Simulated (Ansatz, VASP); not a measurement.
NaC4 in VASP and in Ansatz

Contents of INCAR:

```
  PREC = Accurate
  ENCUT = 1130
  EDIFF = 1E-6
  ISMEAR = 0
  SIGMA = 0.1
  LREAL = False
  LASPH = True
  NELM = 120
  ALGO = Normal
  ISIF = 2
  LWAVE = False
  LCHARG = False
  GGA = PE
  NBANDS = 36
  GGA_COMPAT = False
```

KPOINTS

```
Automatic mesh
0
Gamma
  4 4 4
```

POSCAR

```
NaC4
1.0
    4.3092382571      0.0000000000      0.0000000000
    0.0011386113      4.9757298596      0.0000000000
    0.1139839542      0.3238388497      5.4106815028
Na C
2 8
Direct
    0.0471099917      0.5093908716      0.5043122402
    0.5478611290      0.0110619355      0.4975940633
    0.3841144655      0.9974679434      0.9998227397
    0.3841079190      0.4974292282      0.9999294091
    0.8840194083      0.7471711343      0.9998644310
    0.8840505177      0.2475951341      0.9997611271
    0.2172363722      0.7473089940      0.9997945377
    0.2172268573      0.2476481500      0.9997812749
    0.7171508310      0.9974987705      0.9990317186
    0.7171225084      0.4974278386      0.0001084584
```

Input for Ansatz:

```yaml
crystal:
  lattice:
    - [4.3092382571, 0.0, 0.0]
    - [0.0011386113, 4.9757298596, 0.0]
    - [0.1139839542, 0.3238388497, 5.4106815028]
  atoms:
    - { symbol: Na, position: [0.0471099917, 0.5093908716, 0.5043122402] }
    - { symbol: Na, position: [0.547861129, 0.0110619355, 0.4975940633] }
    - { symbol: C, position: [0.3841144655, 0.9974679434, 0.9998227397] }
    - { symbol: C, position: [0.384107919, 0.4974292282, 0.9999294091] }
    - { symbol: C, position: [0.8840194083, 0.7471711343, 0.999864431] }
    - { symbol: C, position: [0.8840505177, 0.2475951341, 0.9997611271] }
    - { symbol: C, position: [0.2172363722, 0.747308994, 0.9997945377] }
    - { symbol: C, position: [0.2172268573, 0.24764815, 0.9997812749] }
    - { symbol: C, position: [0.717150831, 0.9974987705, 0.9990317186] }
    - { symbol: C, position: [0.7171225084, 0.4974278386, 0.0001084584] }
basis:
  ecutwfc: 420
kpoints:
  mp_grid: { grid: [4, 4, 4] }
hamiltonian:
  xc: pbe
scf:
  occupations: { method: gaussian, width: 0.1 }
  lower_state_search: "off"
output:
  forces: true
  stress: true
  eigenvalues: true
```

Change from the starting cell: the structure that the rattled cell fell into.

Alike in both runs: task single point; functional PBE; k mesh 4 × 4 × 4; occupations gaussian, width 0.1 eV; no spin polarisation.

```csv
,VASP,Ansatz
version,VASP 6.6.1,Ansatz 0.2.0
potentials or method,"VASP PAW PBE potentials, release 64 (Na_sv, C), cutoff 1130 eV","scalar-relativistic, plane waves, PAW"
valence electrons in the cell,50,50
```

VASP gave:

| Property | Result |
| --- | --- |
| gap on the k mesh at the Fermi level (eV) | none |
| pressure (GPa) | 0.8 |
| traceless stress, the component that is largest in VASP (GPa) | -0.84 |
| rms of the force components (eV/Å) | 0.132 |

Estimate Ansatz's values.

gap on the k mesh at the Fermi level (eV): none; pressure (GPa): 0.9; traceless stress, the component that is largest in VASP (GPa): -0.87; rms of the force components (eV/Å): 0.130.

Atom by atom the forces differ by 0.002 eV/Å (rms over components). A gap of «none» marks a metal or a gap that the smearing closes.

The k mesh is coarse, so the values compare programs but aren't converged.
